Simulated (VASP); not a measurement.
Input of a VASP 6.6.1 run:

Contents of INCAR:

```
ALGO = Normal
EDIFF = 1E-6
ENCUT = 520
ISIF = 2
ISMEAR = 0
LASPH = T
LCHARG = F
LREAL = F
LWAVE = F
NBANDS = 44
NELM = 80
PREC = Accurate
SIGMA = 0.02
```

KPOINTS

```
k-points
0
Gamma
  6 6 4
```

POSCAR

```
SiO2
1.0
    4.8461082278      0.0000000000      0.0000000000
    0.0000000000      4.8461082278      0.0000000000
    0.0000000000      0.0000000000      7.6168027783
Si O
4 8
Direct
    0.0000000000      0.0000000000      0.0000000000
    0.0000000000      0.5000000000      0.2500000000
    0.5000000000      0.5000000000      0.5000000000
    0.5000000000      0.0000000000      0.7500000000
    0.0969044387      0.2500000000      0.1250000000
    0.2500000000      0.5969044387      0.3750000000
    0.7500000000      0.4030955613      0.3750000000
    0.9030955613      0.7500000000      0.1250000000
    0.5969044387      0.7500000000      0.6250000000
    0.7500000000      0.0969044387      0.8750000000
    0.2500000000      0.9030955613      0.8750000000
    0.4030955613      0.2500000000      0.6250000000
```

Potentials or basis: VASP PAW LDA potentials, release 64 (Si, O).

Run with:

```bash
$ cat potpaw_LDA.64/Si/POTCAR potpaw_LDA.64/O/POTCAR > POTCAR
$ mpirun -np 1 vasp_std > vasp.out
```

Estimate the band gap on the k mesh.

5.63 eV.

Predict the largest force.

0.026 eV/Å.

Stress tensor (GPa, compression positive):
```
 0.49  0.00  0.00
 0.00  0.49  0.00
 0.00  0.00 -3.21
```

Caveat: the cell differs from its parent crystal (uniaxial strain along c: +4.5 %, then relaxed in part). A k mesh can miss the band edges.
